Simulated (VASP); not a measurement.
# Na2Sr (I4/mmm) in VASP: further runs

Runs on Na2Sr. Level: PBE. Tasks: single point, relaxation of cell and atoms.

All numbers are computed with VASP 6.6.1; they aren't measurements. Logs are shortened: lines on timing, memory, paths and dates and some standing lists are left out, and cuts for length are marked.

## Step 1: The cell of the first run

It takes space group I4/mmm (No. 139, tetragonal). Conventional cell: a = 3.875 Å, b = 3.875 Å, c = 9.507 Å, α = 90.00°, β = 90.00°, γ = 90.00°. Na (site symmetry 4mm) has 9 Na at 3.14 to 3.88 Å and 5 Sr at 3.16 to 3.18 Å within 4.1 Å. Sr (site symmetry 4/mmm) has 10 Na at 3.16 to 3.18 Å and 4 Sr at 3.88 Å within 4.2 Å.

## Step 2: Single point, PBE

INCAR

```
PREC = Accurate
ENCUT = 520
EDIFF = 1E-6
ISMEAR = 0
SIGMA = 0.1
LREAL = F
LASPH = T
NELM = 80
ALGO = Normal
ISIF = 2
LWAVE = F
LCHARG = F
GGA = PE
NBANDS = 19
```

KPOINTS

```
Automatic mesh
0
Gamma
  6 6 6
```

POSCAR

```
Na2Sr
1.0
   -1.9376856670      1.9376856670      4.7533851518
    1.9376856670     -1.9376856670      4.7533851518
    1.9376856670      1.9376856670     -4.7533851518
Na Sr
2 1
Direct
    0.6650000000      0.6650000000      0.0000000000
    0.3350000000      0.3350000000      0.0000000000
    0.0000000000      0.0000000000      0.0000000000
```

Potentials or basis: VASP PAW PBE potentials, release 64 (Na_pv, Sr_sv).

On the command line:

```bash
> cat potpaw_PBE.64/Na_pv/POTCAR potpaw_PBE.64/Sr_sv/POTCAR > POTCAR
> mpirun -np 1 vasp_std > vasp.out
```

OUTCAR:

```text
PREC = Accurate
   ENCUT = 520
   EDIFF = 1E-6
   ISMEAR = 0
   LREAL = F
   LASPH = T
   NELM = 80
   ISIF = 2
   GGA = PE

 ion  position               nearest neighbor table
   1  0.665  0.665  0.000-   3 3.16   3 3.16   3 3.16   3 3.16   3 3.18
   2  0.335  0.335  0.000-   3 3.16   3 3.16   3 3.16   3 3.16   3 3.18
   3  0.000  0.000  0.000-   1 3.16   1 3.16   1 3.16   2 3.16   1 3.16   2 3.16   2 3.16   2 3.16
                             1 3.18   2 3.18

  LATTYP: Found a body centered tetragonal cell.
 ALAT       =     3.8753713340
 C/A-ratio  =     2.4531250000

  Lattice vectors:

 A1 = (  -1.9376856670,   1.9376856670,   4.7533851518)
 A2 = (   1.9376856670,  -1.9376856670,   4.7533851518)
 A3 = (   1.9376856670,   1.9376856670,  -4.7533851518)

Analysis of symmetry for initial positions (statically):
=====================================================================
 Subroutine PRICEL returns:
 Original cell was already a primitive cell.

 Routine SETGRP: Setting up the symmetry group for a
 body centered tetragonal supercell.

 Subroutine GETGRP returns: Found 16 space group operations
 (whereof 16 operations were pure point group operations)
 out of a pool of 16 trial point group operations.

The static configuration has the point symmetry D_4h.

Analysis of symmetry for dynamics (positions and initial velocities):
=====================================================================
 Subroutine PRICEL returns:
 Original cell was already a primitive cell.

 Routine SETGRP: Setting up the symmetry group for a
 body centered tetragonal supercell.

 Subroutine GETGRP returns: Found 16 space group operations
 (whereof 16 operations were pure point group operations)
 out of a pool of 16 trial point group operations.

The dynamic configuration has the point symmetry D_4h.

 Subroutine INISYM returns: Found 16 space group operations
 (whereof 16 operations are pure point group operations),
 and found     1 'primitive' translations

----------------------------------------------------------------------------------------

                                     Primitive cell

  volume of cell :      71.3887

  direct lattice vectors                    reciprocal lattice vectors
    -1.937685667  1.937685667  4.753385152     0.000000000  0.258039789  0.105188194
     1.937685667 -1.937685667  4.753385152     0.258039789  0.000000000  0.105188194
     1.937685667  1.937685667 -4.753385152     0.258039789  0.258039789  0.000000000

  length of vectors
     5.486704101  5.486704101  5.486704101     0.278655861  0.278655861  0.364923369

  position of ions in fractional coordinates (direct lattice)
     0.665000000  0.665000000  0.000000000
     0.335000000  0.335000000  0.000000000
     0.000000000  0.000000000  0.000000000

  ion indices of the primitive-cell ions
   primitive index   ion index
                 1           1
                 2           2
                 3           3

----------------------------------------------------------------------------------------

 KPOINTS: Automatic mesh

Automatic generation of k-mesh.
 Grid dimensions read from file:
 generate k-points for:    6    6    6

 Generating k-lattice:

  Cartesian coordinates                     Fractional coordinates (reciprocal lattice)
     0.000000000  0.043006631  0.017531366     0.166666667  0.000000000 -0.000000000
     0.043006631  0.000000000  0.017531366     0.000000000  0.166666667 -0.000000000
     0.043006631  0.043006631  0.000000000     0.000000000  0.000000000  0.166666667

  Length of vectors
     0.046442643  0.046442643  0.060820561

  Shift w.r.t. Gamma in fractional coordinates (k-lattice)
     0.000000000  0.000000000  0.000000000

 Subroutine IBZKPT returns following result:
 ===========================================

 Found     30 irreducible k-points:

 Following reciprocal coordinates:
            Coordinates               Weight
  0.000000  0.000000  0.000000      1.000000
  0.166667 -0.000000  0.000000      8.000000
  0.333333  0.000000  0.000000      8.000000
  0.500000  0.000000  0.000000      4.000000
  0.166667  0.166667  0.000000      8.000000
  0.333333  0.166667  0.000000     16.000000
[... 16 lines left out ...]
 -0.333333 -0.333333  0.166667      8.000000
 -0.166667 -0.333333  0.166667      8.000000
 [... further k-points ...]
   k-points           NKPTS =     30   k-points in BZ     NKDIM =     30   number of bands    NBANDS=     19
   number of dos      NEDOS =    301   number of ions     NIONS =      3
   total plane-waves  NPLWV =  74088
   dimension x,y,z NGX =    42 NGY =   42 NGZ =   42
   dimension x,y,z NGXF=    84 NGYF=   84 NGZF=   84
   ions per type =               2   1
   NGX,Y,Z   is equivalent  to a cutoff of  12.73, 12.73, 12.73 a.u.
   NGXF,Y,Z  is equivalent  to a cutoff of  25.45, 25.45, 25.45 a.u.
 SYSTEM =  unknown system
   PREC   = accura    normal or accurate (medium, high low for compatibility)
   ISTART =      0    job   : 0-new  1-cont  2-samecut
   ICHARG =      2    charge: 1-file 2-atom 10-const
   ISPIN  =      1    spin polarized calculation?
   LNONCOLLINEAR =      F non collinear calculations
   LSORBIT =      F    spin-orbit coupling
   LASPH  =      T    aspherical Exc in radial PAW
   ENCUT  =  520.0 eV  38.22 Ry    6.18 a.u.  10.20 10.20 10.20*2*pi/ulx,y,z
   NELM   =     80;   NELMIN=  2; NELMDL= -5     # of ELM steps
   EDIFF  = 0.1E-05   stopping-criterion for ELM
   LREAL  =      F    real-space projection
   EDIFFG = 0.1E-04   stopping-criterion for IOM
   NSW    =      0    number of steps for IOM
   IBRION =     -1    ionic relax: 0-MD 1-quasi-New 2-CG
   NFREE  =      0    steps in history (QN), initial steepest desc. (CG)
   ISIF   =      2    stress and relaxation
   ISYM   =      2    0-nonsym 1-usesym 2-fastsym
   POTIM  = 0.5000    time-step for ionic-motion
   TEBEG  =    0.0;   TEEND  =   0.0 temperature during run
   PSTRESS=    0.0 pullay stress
   NELECT =      24.0000    total number of electrons
   NUPDOWN=      -1.0000    fix difference up-down
   EMIN   =  10.00;   EMAX   =-10.00  energy-range for DOS
   EFERMI =   0.00;   METHOD = LEGACY
   ISMEAR =     0;   SIGMA  =   0.10  broadening in eV -4-tet -1-fermi 0-gaus
   EFERMI_NEDOS =   21; number of points for ismear=-14 and -15
   IALGO  =     38    algorithm
   IMIX   =      4    mixing-type and parameters
     AMIX     =   0.40;   BMIX     =  1.00
     AMIX_MAG =   1.60;   BMIX_MAG =  1.00
  volume/ion in A,a.u.               =      23.80       160.58
  Fermi-wavevector in a.u.,A,eV,Ry     =   1.138331  2.151134 17.630406  1.295798
  Thomas-Fermi vector in A             =   2.275036
   LORBIT       =      0    0 simple, 1 ext, 2 COOP (PROOUT), +10 PAW based schemes
   GGA     = PE    functional components
   LHFCALC =     F    Hartree Fock is set to
   AEXX    =    0.0000 exact exchange contribution
   IVDW    =     0    specifies the selected vdW correction
   LEPSILON=     F    determine dielectric tensor
   LRPA    =     F    only Hartree local field effects (RPA)
 non-spin polarized calculation
 Gauss-broadening in eV      SIGMA  =   0.10
  energy-cutoff  :      520.00
  volume of cell :       71.39
 maximum number of plane-waves:      1936
 NGX is ok and might be reduce to    42
   NGX = 21   NGY = 21   NGZ = 21

 number of electron      23.9999998 magnetization

 Free energy of the ion-electron system (eV)
  ---------------------------------------------------
  ext. energy  EPLUGINS =         0.00000000
  ---------------------------------------------------
  free energy    TOTEN  =        -2.10231793 eV

  energy without entropy =       -2.09159375  energy(sigma->0) =       -2.09695584

 E-fermi :   3.3166     XC(G=0):  -8.7781

 val. band max:        3.3148755601   @ k =   0.5000   0.0000   0.0000
 cond. band min:       3.3167853596   @ k =  -0.3333   0.3333   0.1667
 fundamental gap:      0.0019097995
 Fermi energy:         3.3165560372

 k-point     1 :       0.0000    0.0000    0.0000
  band No.  band energies     occupation
      1     -32.7863      2.00000
      2     -21.2735      2.00000
      3     -21.2321      2.00000
      4     -21.2321      2.00000
      5     -21.1864      2.00000
      6     -21.1826      2.00000
[... 11 lines left out ...]
     18       8.2980      0.00000
     19      10.6981      0.00000

 k-point     2 :       0.1667   -0.0000    0.0000
  band No.  band energies     occupation
      1     -32.7817      2.00000
      2     -21.2748      2.00000
      3     -21.2401      2.00000
      4     -21.2285      2.00000
      5     -21.1858      2.00000
      6     -21.1850      2.00000
[... 11 lines left out ...]
     18       9.5841      0.00000
     19       9.7467      0.00000

 k-point     3 :       0.3333    0.0000    0.0000
  band No.  band energies     occupation
      1     -32.7725      2.00000
      2     -21.2791      2.00000
      3     -21.2476      2.00000
      4     -21.2187      2.00000
      5     -21.1943      2.00000
      6     -21.1923      2.00000
[... 11 lines left out ...]
     18       9.0740      0.00000
     19      10.5748      0.00000

 k-point     4 :       0.5000    0.0000    0.0000
  band No.  band energies     occupation
      1     -32.7679      2.00000
      2     -21.2825      2.00000
      3     -21.2472      2.00000
      4     -21.2086      2.00000
      5     -21.2012      2.00000
      6     -21.2008      2.00000
[... 407 lines left out ...]
     18       8.9423      0.00000
     19       9.5733      0.00000

 k-point    23 :      -0.3333   -0.3333    0.1667
  band No.  band energies     occupation
      1     -32.7772      2.00000
      2     -21.2633      2.00000
      3     -21.2469      2.00000
      4     -21.2308      2.00000
      5     -21.2011      2.00000
      6     -21.1815      2.00000
[... 11 lines left out ...]
     18       8.8682      0.00000
     19       9.9727      0.00000

 k-point    24 :      -0.1667   -0.3333    0.1667
  band No.  band energies     occupation
      1     -32.7818      2.00000
      2     -21.2671      2.00000
      3     -21.2406      2.00000
      4     -21.2327      2.00000
      5     -21.1937      2.00000
      6     -21.1810      2.00000
[... 11 lines left out ...]
     18       9.3154      0.00000
     19       9.9557      0.00000

 [... further k-points ...]

------------------------ aborting loop because EDIFF is reached ----------------------------------------

  FORCE on cell =-STRESS in cart. coord.  units (eV):
  Direction    XX          YY          ZZ          XY          YZ          ZX
  --------------------------------------------------------------------------------------
  -------------------------------------------------------------------------------------
  Total        7.0776351      7.0776351      8.1626445      0.0000000      0.0000000      0.0000000
  in kB      158.8433722    158.8433722    183.1942405      0.0000000      0.0000000      0.0000000
  external PRESSURE =     166.9603283 kB  Pullay stress =       0.0000000 kB

 VOLUME and BASIS-vectors are now :
 -----------------------------------------------------------------------------
  energy-cutoff  :      520.00
  volume of cell :       71.39
      direct lattice vectors                 reciprocal lattice vectors
    -1.937685667  1.937685667  4.753385152     0.000000000  0.258039789  0.105188194
     1.937685667 -1.937685667  4.753385152     0.258039789  0.000000000  0.105188194
     1.937685667  1.937685667 -4.753385152     0.258039789  0.258039789  0.000000000

 POSITION                                       TOTAL-FORCE (eV/Angst)
 -----------------------------------------------------------------------------------
      0.00000      0.00000      6.32200         0.000000      0.000000      0.591158
      0.00000      0.00000      3.18477         0.000000      0.000000     -0.591158
      0.00000      0.00000      0.00000        -0.000000     -0.000000      0.000000
 -----------------------------------------------------------------------------------
    total drift:                               -0.000000     -0.000000      0.000000

  FREE ENERGIE OF THE ION-ELECTRON SYSTEM (eV)
  ---------------------------------------------------
  free  energy   TOTEN  =        -2.1023179314 eV

  energy  without entropy=       -2.0915937503  energy(sigma->0) =       -2.09695584
```

Run time: 41 s. Hardware: 1 thread of Intel Xeon Platinum 8488C (Sapphire Rapids), shared host; peak memory 0.25 GiB.

Results:

* Free energy: -2.1023 eV
* Pressure: 16.7 GPa
* Largest force: 0.591 eV/Å
* Band gap on the k mesh: zero (band 12 reaches 3.68 eV, above the bottom of band 13 at 3.03 eV)

Forces on the atoms (eV/Å):
```
Na   0.000  0.000  0.591
Na   0.000  0.000 -0.591
Sr   0.000  0.000  0.000
```

Stress tensor (GPa, compression positive):
```
15.88  0.00  0.00
 0.00 15.88  0.00
 0.00  0.00 18.32
```

Levels at points of the mesh, in eV from the Fermi level:
| k point | band 8 | band 9 | band 10 | band 11 | band 12 | band 13 | band 14 | band 15 | band 16 | band 17 |
| --- | --- | --- | --- | --- | --- | --- | --- | --- | --- | --- |
| (0.00, 0.00, 0.00) | -18.26 | -18.06 | -18.06 | -4.51 | -0.20 | 0.59 | 2.94 | 2.94 | 2.96 | 4.67 |
| (0.50, 0.00, 0.00) | -18.36 | -18.23 | -18.04 | -1.88 | -0.95 | 0.00 | 1.95 | 2.08 | 2.59 | 3.67 |
| (0.50, 0.50, 0.00) | -18.31 | -18.31 | -18.20 | -1.00 | -0.28 | 0.73 | 1.40 | 1.67 | 2.75 | 3.16 |
| (0.50, 0.50, 0.50) | -18.29 | -18.06 | -18.06 | -2.87 | -2.32 | 0.22 | 2.14 | 3.81 | 3.81 | 4.78 |

Caveat: the k points lie up to 0.38 Å⁻¹ apart.

## Step 3: Single point, PBE

This run uses another cell than the first one, of 42.78 Å³/atom, 1.798 times its volume.

INCAR

```
PREC = Accurate
ENCUT = 520
EDIFF = 1E-7
ISMEAR = 0
SIGMA = 0.1
LREAL = F
LASPH = T
NELM = 60
ALGO = Normal
ISIF = 2
LWAVE = F
LCHARG = T
GGA = PE
LELF = T
LVHAR = T
NBANDS = 19
```

KPOINTS is that of step 2.

POSCAR

```
Na2Sr
1.0
   -2.1732889576      2.1732889576      6.7934093136
    2.1732889576     -2.1732889576      6.7934093136
    2.1732889576      2.1732889576     -6.7934093136
Na Sr
2 1
Direct
    0.6847765998      0.6847765998      0.0000000000
    0.3152234002      0.3152234002      0.0000000000
    0.0000000000      0.0000000000      0.0000000000
```

Potentials or basis: VASP PAW PBE potentials, release 64 (Na_pv, Sr_sv).

On the command line:

```bash
> cat potpaw_PBE.64/Na_pv/POTCAR potpaw_PBE.64/Sr_sv/POTCAR > POTCAR
> mpirun -np 1 vasp_std > vasp.out
```

Run time: 1.9 min. Hardware: 1 thread of Intel Xeon Platinum 8488C (Sapphire Rapids), shared host; peak memory 0.42 GiB.

The run converged. Its results:

```yaml
Free_energy: -4.2079 eV
Pressure: 0.0 GPa
Largest_force: 0.012 eV/Å
Band_gap_on_the_k_mesh: zero (band 12 reaches 1.45 eV, above the bottom of band 13 at 0.51 eV)
```

Forces on the atoms (eV/Å):
```
Na   0.000  0.000 -0.012
Na   0.000  0.000  0.012
Sr   0.000  0.000  0.000
```

Stress tensor (GPa, compression positive):
```
-0.07  0.00  0.00
 0.00 -0.07  0.00
 0.00  0.00  0.13
```

Levels at points of the mesh, in eV from the Fermi level:
```tsv
k point	band 9	band 10	band 11	band 12	band 13	band 14	band 15	band 16
(0.00, 0.00, 0.00)	-18.85	-18.85	-3.49	-0.56	0.02	1.03	2.76	2.76
(0.50, 0.00, 0.00)	-18.92	-18.84	-1.39	-1.00	-0.14	0.48	1.38	2.58
(0.50, 0.50, 0.00)	-18.93	-18.91	-0.29	0.32	0.60	0.85	1.16	1.55
(0.50, 0.50, 0.50)	-18.85	-18.85	-2.72	-2.45	0.96	1.30	2.99	2.99
```

## Step 4: Relaxation of cell and atoms, PBE

INCAR

```
SYSTEM = Na2Sr
ALGO = Normal ; EDIFF = 1E-7
EDIFFG = -0.04 ; ENCUT = 600
GGA = PE ; IBRION = 2
ISIF = 3 ; ISMEAR = 0
LASPH = .True. ; LCHARG = .False.
LREAL = .False. ; LWAVE = .False.
NELM = 100 ; NSW = 90
PREC = Accurate ; SIGMA = 0.1
```

KPOINTS

```
k-points
0
Gamma
  6 6 6
  0 0 0
```

POSCAR

```
Na2Sr
1.0
   -1.9376856670      1.9376856670      4.7533851518
    1.9376856670     -1.9376856670      4.7533851518
    1.9376856670      1.9376856670     -4.7533851518
Na Sr
2 1
Direct
    0.6650000000      0.6650000000      0.0000000000
    0.3350000000      0.3350000000      0.0000000000
    0.0000000000      0.0000000000      0.0000000000
```

On the command line:

```bash
> cat potpaw_PBE.64/Na_pv/POTCAR potpaw_PBE.64/Sr_sv/POTCAR > POTCAR
> mpirun -np 1 vasp_std > vasp.out
```

Wall time 12 min (1 thread of Intel Xeon Platinum 8488C (Sapphire Rapids), shared host); peak memory 0.4 GiB.

It converged, with:

```yaml
Free_energy: -4.1885 eV
Relaxed_volume: 42.77 Å³/atom
Relaxed_cell: a = 7.597 Å, b = 7.597 Å, c = 7.597 Å, α = 147.18°, β = 147.18°, γ = 47.09°
Space_group_after_relaxing_to_0.05_Å: I4/mmm (No. 139)
Energy_gained_by_relaxing: 695.4 meV/atom
Ionic_steps: 18
Pressure_after_relaxing: -0.1 GPa
Largest_force_after_relaxing: 0.034 eV/Å
Band_gap_on_the_k_mesh: zero (band 12 reaches 1.44 eV, above the bottom of band 13 at 0.50 eV)
```

Forces on the atoms (eV/Å):
```
Na   0.000  0.000 -0.034
Na   0.000  0.000  0.034
Sr   0.000  0.000  0.000
```

Stress tensor (GPa, compression positive):
```
-0.05  0.00  0.00
 0.00 -0.05  0.00
 0.00  0.00 -0.14
```

Step by step:
```
step  energy change (eV)  largest force (eV/Å)  pressure (GPa)  volume (Å³)
   1              0.0000                0.5907           16.69        71.39
   2             -1.6708                0.2126            4.03       100.18
   3             -1.9442                0.1058            1.10       117.80
   4             -1.9829                0.0696            0.17       127.20
   5             -1.9847                0.0604           -0.04       129.87
   6             -1.9843                0.0560           -0.14       131.28
   7             -1.9948                0.0688           -0.15       131.17
   8             -2.0224                0.1061           -0.13       130.69
   9             -2.0579                0.1470            0.00       129.05
  10             -2.0568                0.0875            0.42       123.36
  11             -2.0660                0.1326            0.27       125.58
  12             -2.0679                0.1490            0.12       127.49
  13             -2.0685                0.1426            0.20       126.53
  14             -2.0748                0.0747           -0.20       130.89
  15             -2.0750                0.0850           -0.14       130.23
  16             -2.0813                0.0561           -0.04       128.51
  17             -2.0846                0.0056            0.14       125.78
  18             -2.0863                0.0337           -0.08       128.31
```

Final structure:
```xyz
3
Lattice="-2.1461 2.1461 6.9647 2.1461 -2.1461 6.9647 2.1461 2.1461 -6.9647" Properties=species:S:1:pos:R:3 pbc="T T T"
Na    2.1461    2.1461    2.5893
Na    0.0000    0.0000    4.3754
Sr    0.0000    0.0000   13.9295
```

Levels at points of the mesh, in eV from the Fermi level:
```tsv
k point	band 10	band 11	band 12	band 13	band 14	band 15
(0.00, 0.00, 0.00)	-18.82	-3.47	-0.66	-0.12	1.04	2.88
(0.50, 0.00, 0.00)	-18.81	-1.34	-0.95	-0.16	0.46	1.35
(0.50, 0.50, 0.00)	-18.88	-0.26	0.39	0.71	0.93	1.16
(0.50, 0.50, 0.50)	-18.82	-2.74	-2.48	0.99	1.23	3.07
```

Caveat: the k points lie up to 0.35 Å⁻¹ apart in the final cell; the volume moved by over 15 % at a fixed basis, so the end points are rough.

## Step 5: Summary

```csv
task,cell,cutoff (eV),gap on the mesh (eV),pressure (GPa),largest force (eV/Å)
single point,"a = 5.487 Å, angles 138.6, 138.6, 59.9°, 3 atoms",520,none,16.7,0.59
single point,"a = 7.456 Å, angles 146.1, 146.1, 48.7°, 3 atoms",520,none,0.0,0.01
relaxation of cell and atoms,"relaxed from a = 5.487 Å, angles 138.6, 138.6, 59.9°, 3 atoms",600,none,-0.1,0.03
```

Alike in all rows: level PBE; potentials or basis VASP PAW PBE potentials, release 64 (Na_pv, Sr_sv); no spin polarisation; k mesh 6 × 6 × 6; smearing gaussian 0.1 eV.

Caveats: some runs use coarse meshes; the volume moved by over 15 % at a fixed basis, so the end points are rough (some runs).

Absolute energies hang on the potentials; compare differences alone.
